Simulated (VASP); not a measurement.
Input of a VASP 6.6.1 run:

POSCAR

```
Pd
1.0
   -1.5401846266      1.5401846266      1.5401846266
    1.5401846266     -1.5401846266      1.5401846266
    1.5401846266      1.5401846266     -1.5401846266
Pd
1
Direct
    0.0000000000      0.0000000000      0.0000000000
```

File INCAR.step1:

```
PREC = Accurate
ENCUT = 520
EDIFF = 1E-5
ISMEAR = -1
SIGMA = 0.05
LREAL = F
LASPH = T
NELM = 80
ALGO = Normal
ISIF = 2
LWAVE = T
NBANDS = 11
GGA = PE
```

INCAR.step2

```
PREC = Accurate
ENCUT = 520
EDIFF = 1E-6
ISMEAR = -1
SIGMA = 0.05
LREAL = F
LASPH = T
NELM = 80
ALGO = Normal
ISIF = 2
LWAVE = F
LCHARG = T
GGA = PE
LHFCALC = T
AEXX = 0.25
PRECFOCK = Normal
LELF = T
LVHAR = T
NBANDS = 11
ISTART = 1
```

KPOINTS

```
Automatic mesh
0
Gamma
  6 6 6
```

Potentials or basis: VASP PAW PBE potentials, release 64 (Pd).

Run with:

```sh
$ cat potpaw_PBE.64/Pd/POTCAR > POTCAR
$ cp INCAR.step1 INCAR
$ mpirun -np 1 vasp_std > vasp.out
$ cp INCAR.step2 INCAR
$ mpirun -np 1 vasp_std > vasp.out
```

Problem. What does it give for the band gap on the k mesh?

Solution. Zero (bands 5 and 6 overlap by 3.06 eV).

Problem. Estimate the pressure.

Solution. 3.7 GPa.

Caveat: the k points lie up to 0.48 Å⁻¹ apart, too coarse for converged energies and pressures of a metal; the PAW data sets were made with another functional, which shifts forces and pressure a little.
